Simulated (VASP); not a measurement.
A run of VASP 6.6.1 is set up as follows.

INCAR

```
ALGO = Normal ; EDIFF = 1E-6
EDIFFG = -0.04 ; ENCUT = 600
GGA = PE ; IBRION = 2
ISIF = 3 ; ISMEAR = 0
LASPH = True ; LCHARG = False
LREAL = False ; LWAVE = False
NELM = 100 ; NSW = 90
PREC = Accurate ; SIGMA = 0.1
```

The input KPOINTS:

```
k-points
0
Gamma
  6 6 4
```

POSCAR

```
InH
1.0
    2.8047264200      0.0000000000      0.0000000000
    0.0000000000      3.6376991000      0.0000000000
    0.0000000000      0.0000000000      6.1837327300
In H
2 2
Direct
    0.0000000000      0.0000000000      0.7213000200
    0.5000000000      0.5000000000      0.2786999800
    0.0000000000      0.5000000000      0.9527000000
    0.5000000000      0.0000000000      0.0473000000
```

Potentials or basis: VASP PAW PBE potentials, release 64 (In_d, H).

Run with:

```sh
$ cat potpaw_PBE.64/In_d/POTCAR potpaw_PBE.64/H/POTCAR > POTCAR
$ mpirun -np 1 vasp_std > vasp.out
```

Question: What does it give for the band gap on the k mesh?

Answer: Zero (band 14 reaches 9.00 eV, above the bottom of band 15 at 5.00 eV).

Question: Estimate the relaxed volume.

Answer: 16.88 Å³/atom.

Question: What does it give for the relaxed cell?

Answer: a = 3.682 Å, b = 3.770 Å, c = 4.866 Å, α = 90.00°, β = 90.00°, γ = 90.00°.

Question: What does it give for the space group after relaxing (to 0.05 Å)?

Answer: Pmmn (No. 59).

Step by step:
```
step  energy change (eV)  largest force (eV/Å)  pressure (GPa)  volume (Å³)
   1              0.0000                0.8648            0.69        63.09
   3             -0.4137                0.0166            1.35        63.91
   5             -0.4547                0.2892           -1.01        69.34
   7             -0.4896                0.0531           -1.04        70.65
   9             -0.4994                0.0741           -0.52        69.82
  11             -0.5027                0.1547            0.18        68.27
  13             -0.5187                0.0709            0.35        66.57
  15             -0.5202                0.0602            0.68        65.45
  17             -0.5242                0.0917           -0.12        66.68
  19             -0.5390                0.1668           -0.34        67.69
  21             -0.5393                0.1288           -0.40        67.59
  23             -0.5422                0.1780           -0.09        67.28
  25             -0.5521                0.0719           -0.02        66.62
  27             -0.5537                0.0613            0.04        66.44
  29             -0.5556                0.0305            0.42        66.16
  31             -0.5579                0.0337            0.19        66.54
  33             -0.5599                0.1319           -0.90        69.03
  35             -0.5617                0.0973           -0.51        68.12
  37             -0.5660                0.0606           -0.57        68.65
  39             -0.5704                0.0255           -0.41        68.82
  41             -0.5721                0.0792            0.07        67.90
  43             -0.5746                0.0200            0.00        67.53
```

Caveat: the k points lie up to 0.32 Å⁻¹ apart in the final cell; spin-orbit coupling is left out, which moves the levels of the heavy elements.
